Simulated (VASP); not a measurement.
A run of VASP 6.6.1 is set up as follows.

The input POSCAR:

```
Sb
1.0
   -1.5680620604      1.5680620604      2.6280774284
    1.5680620604     -1.5680620604      2.6280774284
    1.5680620604      1.5680620604     -2.6280774284
Sb
1
Direct
    0.0000000000      0.0000000000      0.0000000000
```

Contents of INCAR.step1:

```
ALGO = Normal
EDIFF = 1E-5
ENCUT = 400
GGA = PE
GGA_COMPAT = F
ISIF = 2
ISMEAR = -1
LASPH = T
LREAL = F
LWAVE = T
NBANDS = 14
NELM = 120
PREC = Accurate
SIGMA = 0.05
```

File INCAR.step2:

```
AEXX = 0.25
ALGO = Normal
EDIFF = 1E-6
ENCUT = 400
GGA = PS
GGA_COMPAT = F
ISIF = 2
ISMEAR = -1
ISTART = 1
LASPH = T
LCHARG = T
LELF = T
LHFCALC = T
LREAL = F
LVHAR = T
LWAVE = F
NBANDS = 14
NELM = 120
PREC = Accurate
PRECFOCK = Normal
SIGMA = 0.05
```

File KPOINTS:

```
k-points
0
Gamma
  6 6 6
```

Potentials or basis: VASP PAW PBE potentials, release 64 (Sb_d_GW).

Run with:

```sh
$ cat potpaw_PBE.64/Sb_d_GW/POTCAR > POTCAR
$ cp INCAR.step1 INCAR
$ mpirun -np 1 vasp_std > vasp.out
$ cp INCAR.step2 INCAR
$ mpirun -np 1 vasp_std > vasp.out
```

Problem. Predict the pressure.

Solution. -0.5 GPa.

Problem. Estimate the band gap on the k mesh.

Solution. Zero (an odd number of electrons rules out a gap without spin polarisation).

Stress tensor (GPa, compression positive):
```
-0.51  0.00  0.00
 0.00 -0.51  0.00
 0.00  0.00 -0.62
```

Caveat: the k points lie up to 0.39 Å⁻¹ apart, too coarse for converged energies and pressures of a metal; the PAW data sets were made with another functional, which shifts forces and pressure a little; spin-orbit coupling is left out, which moves the levels of the heavy elements; an odd number of electrons without spin polarisation forces a metal; a magnetic or distorted state may lie lower.
